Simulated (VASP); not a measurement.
## NaY3: single point with PBE

Crystal: NaY3.

```
CELL_PARAMETERS angstrom
-2.45175 2.45175 5.53936
2.45175 -2.45175 5.53936
2.45175 2.45175 -5.53936
ATOMIC_POSITIONS crystal
Y 0.50000 0.50000 0.00000
Y 0.25000 0.75000 0.50000
Y 0.75000 0.25000 0.50000
Na 0.00000 0.00000 0.00000
```

* Program: VASP 6.6.1
* Task: single point
* Functional: PBE
* Potentials or basis: VASP PAW PBE potentials, release 64 (Y_sv, Na_pv)
* Cutoff: 520 eV
* k mesh: 8 × 8 × 8
* Occupations: fermi-dirac, width 0.05 eV
* Spin: no spin polarisation
* Dipole correction: no
* Further INCAR settings: ALGO = Fast; EDIFF = 1e-06; NBANDS = 28

```yaml
Pressure: -0.8 GPa
Band_gap_on_the_k_mesh: zero (bands 20 and 21 overlap by 0.53 eV)
```

Stress tensor (GPa, compression positive):
```
-0.59  0.00  0.00
 0.00 -0.59  0.00
 0.00  0.00 -1.08
```

Levels at points of the mesh, in eV from the Fermi level:
| k point | band 16 | band 17 | band 18 | band 19 | band 20 | band 21 | band 22 | band 23 | band 24 | band 25 |
| --- | --- | --- | --- | --- | --- | --- | --- | --- | --- | --- |
| (0.00, 0.00, 0.00) | -4.46 | -1.34 | -1.00 | -0.23 | 0.28 | 0.29 | 0.29 | 0.98 | 0.98 | 1.04 |
| (0.50, 0.00, 0.00) | -2.56 | -2.10 | -0.84 | -0.35 | -0.26 | 0.33 | 0.46 | 1.08 | 1.17 | 1.49 |
| (0.50, 0.50, 0.00) | -1.57 | -1.49 | -1.40 | -1.04 | -0.12 | 0.50 | 0.53 | 0.57 | 0.77 | 1.16 |
| (0.50, 0.50, 0.50) | -3.23 | -2.76 | -1.50 | -0.62 | -0.24 | -0.24 | -0.02 | 1.11 | 1.90 | 2.41 |

It took 11 min on 1 thread of Intel(R) Xeon(R) Platinum 8559C (Emerald Rapids), with other jobs on the host, peak memory 0.49 GiB.
